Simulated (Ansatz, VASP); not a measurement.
Au in VASP and in Ansatz

```
Au
1.0
     3.30131    0.00000    0.00000
     0.00000    3.30131    0.00000
     0.00000    0.00000    3.30131
Au
2
Direct
  0.00000 0.00000 0.00000
  0.50000 0.50000 0.50000
```

Alike in both runs: task single point; functional PBE; k mesh 16 × 16 × 16; occupations gaussian, width 0.1 eV; no spin polarisation.

|  | VASP | Ansatz |
| --- | --- | --- |
| version | VASP 6.6.1 | Ansatz 0.2.0 |
| potentials or method | VASP PAW PBE potentials, release 64 (Au), cutoff 520 eV | scalar-relativistic, plane waves, PAW |
| valence electrons in the cell | 22 | 38 |

```tsv
	VASP	Ansatz	Ansatz less VASP
gap on the k mesh at the Fermi level (eV)	none	none	-
pressure (GPa)	0.2	0.3	+0.15
```

A gap of «none» marks a metal or a gap that the smearing closes. VASP's potentials hold 22 valence electrons a cell and Ansatz's 38, so a difference there can come from the potentials and not from the codes.

Spin-orbit coupling is off throughout.
